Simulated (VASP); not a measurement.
Wanted: the native input for a VASP 6.6.1 run.

```
Task                   : single point
Functional             : PBE
Potentials or basis    : VASP PAW PBE potentials, release 64 (Al, N)
Cutoff                 : 600 eV
k mesh                 : 6 × 6 × 3
Occupations            : methfessel-paxton, width 0.1 eV
Spin                   : no spin polarisation
Dipole correction      : no
Further INCAR settings : ALGO = Normal; EDIFF = 1e-06; NBANDS = 16
```

The structure of AlN lies in POSCAR:

```
AlN
1.0
    3.1130000000      0.0000000000      0.0000000000
   -1.5565000000      2.6959400000      0.0000000000
    0.0000000000      0.0000000000      4.9810000000
Al N
2 2
Direct
    0.3333333333      0.6666666667      0.0000000000
    0.6666666667      0.3333333333      0.5000000000
    0.3333333333      0.6666666667      0.3800000000
    0.6666666667      0.3333333333      0.8800000000
```

The input as run:

INCAR

```
PREC = Accurate ; ENCUT = 600
EDIFF = 1E-6 ; ISMEAR = 1
SIGMA = 0.1 ; LREAL = F
LASPH = T ; NELM = 120
ALGO = Normal ; ISIF = 2
LWAVE = F ; LCHARG = F
GGA = PE ; NBANDS = 16
GGA_COMPAT = F
```

KPOINTS

```
regular mesh
0
Gamma
  6 6 3
```

Potentials or basis: VASP PAW PBE potentials, release 64 (Al, N).

Command:

```bash
$ cat potpaw_PBE.64/Al/POTCAR potpaw_PBE.64/N/POTCAR > POTCAR
$ mpirun -np 1 vasp_std > vasp.out
```

Results of the run:

- Pressure: 3.3 GPa
- Largest force: 0.129 eV/Å
- Band gap on the k mesh: 4.22 eV, direct

Caveat: the k points lie up to 0.42 Å⁻¹ apart.

Wall time 6.3 s on 1 thread of Intel(R) Xeon(R) 6975P-C (Granite Rapids) (shared host), peak memory 0.17 GiB.
